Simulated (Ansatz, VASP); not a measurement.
## RbBr in VASP and in Ansatz

The input POSCAR:

```
RbBr
1.0
    0.0000000000      3.8694971258      3.8694971258
    3.8694971258      0.0000000000      3.8694971258
    3.8694971258      3.8694971258      0.0000000000
Rb Br
1 1
Direct
    0.0000000000      0.0000000000      0.0000000000
    0.2500000000      0.2500000000      0.2500000000
```

Contents of INCAR.step1:

```
SYSTEM = RbBr
PREC = Accurate ; ENCUT = 520
ISMEAR = 0 ; SIGMA = 0.01
LREAL = .FALSE. ; LASPH = .TRUE.
NELM = 100 ; NBANDS = 15
GGA = PE ; ALGO = Normal
EDIFF = 1E-4 ; LWAVE = .TRUE.
LCHARG = .FALSE.
```

The input INCAR.step2:

```
SYSTEM = RbBr
PREC = Accurate ; ENCUT = 520
EDIFF = 1E-6 ; ISMEAR = 0
SIGMA = 0.01 ; LREAL = .FALSE.
LASPH = .TRUE. ; NELM = 100
ALGO = Normal ; ISIF = 2
LWAVE = .FALSE. ; LCHARG = .FALSE.
METAGGA = R2SCAN ; LMIXTAU = .TRUE.
NBANDS = 15 ; ISTART = 1
```

The input KPOINTS:

```
regular mesh
0
G
  6 6 6
  0 0 0
```

Input for Ansatz:

```yaml
crystal:
  lattice:
    - [0.0, 3.8694971258, 3.8694971258]
    - [3.8694971258, 0.0, 3.8694971258]
    - [3.8694971258, 3.8694971258, 0.0]
  atoms:
    - { symbol: Rb, position: [0.0, 0.0, 0.0] }
    - { symbol: Br, position: [0.25, 0.25, 0.25] }
kpoints:
  mp_grid: { grid: [6, 6, 6] }
  band_path:
    path:
      - [0.0, 0.0, 0.0]
      - [-0.5, -0.5, 0.0]
      - [-0.375, -0.375, 0.25]
      - [-0.375, 0.0, 0.375]
      - [0.0, 0.0, 0.5]
      - [-0.5, -0.25, 0.25]
      - [0.0, 0.5, 0.5]
    npoints: 1
hamiltonian:
  xc: r2scan
scf:
  occupations: { method: fixed }
  n_extra_bands: 4
output:
  forces: true
  stress: true
  eigenvalues: true
  write_density: true
  write_potential: true
  elf: true
  volumetric_format: npy
```

Alike in both runs: task single point; functional r2SCAN; k mesh 6 × 6 × 6; no spin polarisation.

|  | VASP | Ansatz |
| --- | --- | --- |
| version | VASP 6.6.1 | Ansatz 0.2.0 |
| potentials or method | VASP PAW PBE potentials, release 64 (Rb_sv, Br) | plane waves, PAW |
| plane-wave cutoff (eV) | 520 | 500 |
| occupations | gaussian, width 0.01 eV | fixed |
| valence electrons in the cell | 16 | 16 |

```tsv
	VASP	Ansatz	Ansatz less VASP
gap on the k mesh at the Fermi level (eV)	4.65	4.65	0.000
pressure (GPa)	0.0	0.0	-0.01
```

VASP's potentials were made for PBE, not for r2SCAN. Ansatz's warnings: xc potential rough in thin density.
